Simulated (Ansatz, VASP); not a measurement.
MgRh: VASP beside Ansatz

```
Mg Rh
1.0
     3.15998    0.00000    0.00000
     0.00000    3.15998    0.00000
     0.00000    0.00000    3.15998
Mg Rh
1 1
Direct
  0.00000 0.00000 0.00000
  0.50000 0.50000 0.50000
```

Alike in both runs: task single point; functional LDA; k mesh 7 × 7 × 7; no spin polarisation.

```csv
,VASP,Ansatz
version,VASP 6.6.1,Ansatz 0.2.0
potentials or method,"VASP PAW LDA potentials, release 64 (Mg, Rh_pv), cutoff 520 eV","plane waves, PAW"
occupations,"methfessel-paxton of order 1, width 0.1 eV",cold
valence electrons in the cell,17,27
```

```csv
,VASP,Ansatz,Ansatz less VASP
pressure (GPa),-12.2,-11.9,+0.34
```

LDA's correlation is that of Perdew and Zunger in VASP and of Perdew and Wang (1992) in Ansatz. VASP's potentials hold 17 valence electrons a cell and Ansatz's 27, so a difference there can come from the potentials and not from the codes.
